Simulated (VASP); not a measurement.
Input of a VASP 6.6.1 run:

File INCAR:

```
PREC     = Accurate       # precision mode
ENCUT    = 520            # plane-wave cutoff, eV
EDIFF    = 1E-7           # SCF threshold, eV
ISMEAR   = -1             # smearing method
SIGMA    = 0.05           # smearing width, eV
LREAL    = F              # projectors in reciprocal space
LASPH    = T              # aspherical terms in the spheres
NELM     = 80             # most SCF steps
ALGO     = Normal         # electronic algorithm
ISIF     = 2              # what is computed and relaxed
LWAVE    = F              # write WAVECAR
LCHARG   = F              # write CHGCAR
NBANDS   = 22             # bands
```

Contents of KPOINTS:

```
regular mesh
0
Gamma
  5 5 5
```

POSCAR

```
CaIrN2
1.0
    1.6488500006      0.9519639917      5.0094002244
   -1.6488500006      0.9519639917      5.0094002244
    0.0000000000     -1.9039279834      5.0094002244
Ir Ca N
1 1 2
Direct
    0.5000000000      0.5000000000      0.5000000000
    0.0000000000      0.0000000000      0.0000000000
    0.2308810000      0.2308810000      0.2308810000
    0.7691190000      0.7691190000      0.7691190000
```

Potentials or basis: VASP PAW LDA potentials, release 64 (Ir, Ca_sv, N).

Command:

```bash
$ cat potpaw_LDA.64/Ir/POTCAR potpaw_LDA.64/Ca_sv/POTCAR potpaw_LDA.64/N/POTCAR > POTCAR
$ mpirun -np 1 vasp_std > vasp.out
```

Question: Predict the pressure.

Answer: -12.8 GPa.

Question: Estimate the largest force.

Answer: 0.352 eV/Å.

Forces in eV/Å, atoms in the order of the input:
```
Ir   0.000  0.000  0.000
Ca   0.000  0.000  0.000
N    0.000  0.000 -0.352
N    0.000  0.000  0.352
```

Caveat: the k points lie up to 0.45 Å⁻¹ apart.
